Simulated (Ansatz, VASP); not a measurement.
Two plane-wave programs on Rb3Pt

```
Rb Pt
1.0
     5.49879    0.00000    0.00000
     0.00000    5.49879    0.00000
     0.00000    0.00000    5.49879
Rb Pt
3 1
Direct
  0.00000 0.00000 0.50000
  0.00000 0.50000 0.00000
  0.50000 0.00000 0.00000
  0.50000 0.50000 0.50000
```

Alike in both runs: task single point; functional LDA; k mesh 4 × 4 × 4; occupations fermi-dirac, width 0.038 eV; no spin polarisation.

|  | VASP | Ansatz |
| --- | --- | --- |
| version | VASP 6.6.1 | Ansatz 0.2.0 |
| potentials or method | VASP PAW LDA potentials, release 64 (Rb_sv, Pt), cutoff 500 eV | scalar-relativistic, plane waves, PAW |
| valence electrons in the cell | 37 | 45 |

VASP gave:

* gap on the k mesh at the Fermi level (eV): none
* pressure (GPa): -2.1

Question: What did Ansatz give for the same quantities?

Answer: gap on the k mesh at the Fermi level (eV): none; pressure (GPa): -2.2.

LDA's correlation is that of Perdew and Zunger in VASP and of Perdew and Wang (1992) in Ansatz. A gap of «none» marks a metal or a gap that the smearing closes. VASP's potentials hold 37 valence electrons a cell and Ansatz's 45, so a difference there can come from the potentials and not from the codes.

Spin-orbit coupling is off throughout.
